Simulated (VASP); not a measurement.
MgS:

```xyz
2
Lattice="0.0000 2.9158 2.7039 2.9158 0.0000 2.7039 2.9158 2.9158 0.0000" Properties=species:S:1:pos:R:3 pbc="T T T"
Mg    0.0000    0.0000    0.0000
S     1.4579    1.4579    1.3519
```

This cell differs from its parent crystal: epitaxial xy strain +3.0%.

Base run:

* Program: VASP 6.6.1
* Functional: HSE06
* Potentials or basis: VASP PAW PBE potentials, release 64 (Mg, S)
* Cutoff: 520 eV
* k mesh: 6 × 6 × 6
* Occupations: gaussian, width 0.01 eV
* Spin: no spin polarisation

Its results: band gap on the k mesh 4.30 eV, direct; pressure -1.1 GPa.

Question: The run is repeated on the same cell with these changes: functional from HSE06 to PBE; k mesh from 6 × 6 × 6 to 4 × 4 × 4. What comes out?

Answer: Band gap on the k mesh 3.25 eV, direct; pressure 0.1 GPa.

Several settings changed at once, so the effect can't be laid on one alone.

Caveats: some runs use coarse meshes; the PAW data sets were made with another functional, which shifts forces and pressure a little (some runs).

A k mesh can miss the band edges.
